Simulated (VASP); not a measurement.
S: single point with PBE

S:

```
S
1.0
     1.63850    0.94599    0.86133
    -1.63850    0.94599    0.86133
     0.00000   -1.89198    0.86133
S
1
Direct
  0.00000 0.00000 0.00000
```

| Property | Result |
| --- | --- |
| Program | VASP 6.6.1 |
| Task | single point |
| Functional | PBE |
| Potentials or basis | VASP PAW PBE potentials, release 64 (S) |
| Cutoff | 500 eV |
| k mesh | 12 × 12 × 12 |
| Occupations | methfessel-paxton, width 0.02 eV |
| Spin | no spin polarisation |
| Dipole correction | no |
| Further INCAR settings | ALGO = Normal; EDIFF = 1e-06; NBANDS = 9 |

- Pressure: 211.4 GPa
- Band gap on the k mesh: zero (bands 3 and 4 overlap by 14.96 eV)

Stress tensor (GPa, compression positive):
```
211.37   0.00   0.00
  0.00 211.37   0.00
  0.00   0.00 211.55
```

Levels at points of the mesh, in eV from the Fermi level:
```csv
k point,band 1,band 2,band 3,band 4,band 5,band 6
"(0.00, 0.00, 0.00)",-27.01,4.86,8.00,8.00,8.29,8.29
"(0.50, 0.00, 0.00)",-18.62,-16.42,4.09,6.05,6.89,11.59
"(0.50, 0.50, 0.00)",-14.70,-13.92,-4.80,0.50,8.25,11.93
"(0.50, 0.50, 0.50)",-8.37,-8.37,-4.43,-4.28,-1.46,-1.46
```

Run time: 4.4 s on 1 thread of AMD EPYC 9R45 96-Core Processor (Zen 5), on a shared host, peak memory 0.09 GiB.

Caveat: the cell stands under pressure.
